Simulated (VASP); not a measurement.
Here is a VASP 6.6.1 calculation.

The input POSCAR:

```
Ti
1.0
    4.3988543270      0.0000000000      0.0000000000
   -2.1994271635      3.8095195947      0.0000000000
    0.0000000000      0.0000000000      2.7414291606
Ti
3
Direct
    0.0000000000      0.0000000000      0.0000000000
    0.3333333333      0.6666666667      0.5000000000
    0.6666666667      0.3333333333      0.5000000000
```

File INCAR.step1:

```
SYSTEM = Ti
ALGO     = Normal         ! electronic algorithm
EDIFF    = 1E-4           ! SCF threshold, eV
ENCUT    = 520            ! plane-wave cutoff, eV
GGA      = PE             ! functional
ISMEAR   = -1             ! smearing method
LASPH    = .True.         ! aspherical terms in the spheres
LCHARG   = .False.        ! write CHGCAR
LREAL    = .False.        ! projectors in reciprocal space
LWAVE    = .True.         ! write WAVECAR
NBANDS   = 25             ! bands
NELM     = 100            ! most SCF steps
PREC     = Accurate       ! precision mode
SIGMA    = 0.1            ! smearing width, eV
```

File INCAR.step2:

```
SYSTEM = Ti
ALGO     = Normal         ! electronic algorithm
EDIFF    = 1E-7           ! SCF threshold, eV
ENCUT    = 520            ! plane-wave cutoff, eV
ISIF     = 2              ! what is computed and relaxed
ISMEAR   = -1             ! smearing method
ISTART   = 1            
LASPH    = .True.         ! aspherical terms in the spheres
LCHARG   = .False.        ! write CHGCAR
LMIXTAU  = .True.       
LREAL    = .False.        ! projectors in reciprocal space
LWAVE    = .False.        ! write WAVECAR
METAGGA  = R2SCAN         ! meta-GGA
NBANDS   = 25             ! bands
NELM     = 100            ! most SCF steps
PREC     = Accurate       ! precision mode
SIGMA    = 0.1            ! smearing width, eV
```

Contents of KPOINTS:

```
k-points
0
Gamma
  5 5 7
  0 0 0
```

Potentials or basis: VASP PAW PBE potentials, release 64 (Ti_sv).

Run with:

```console
$ cat potpaw_PBE.64/Ti_sv/POTCAR > POTCAR
$ cp INCAR.step1 INCAR
$ mpirun -np 1 vasp_std > vasp.out
$ cp INCAR.step2 INCAR
$ mpirun -np 1 vasp_std > vasp.out
```

(1) Predict the band gap on the k mesh.

(2) Estimate the pressure.

## Answers

(1) zero (band 18 reaches 9.74 eV, above the bottom of band 19 at 9.60 eV).

(2) 15.6 GPa.

Caveat: the PAW data sets were made with another functional, which shifts forces and pressure a little.
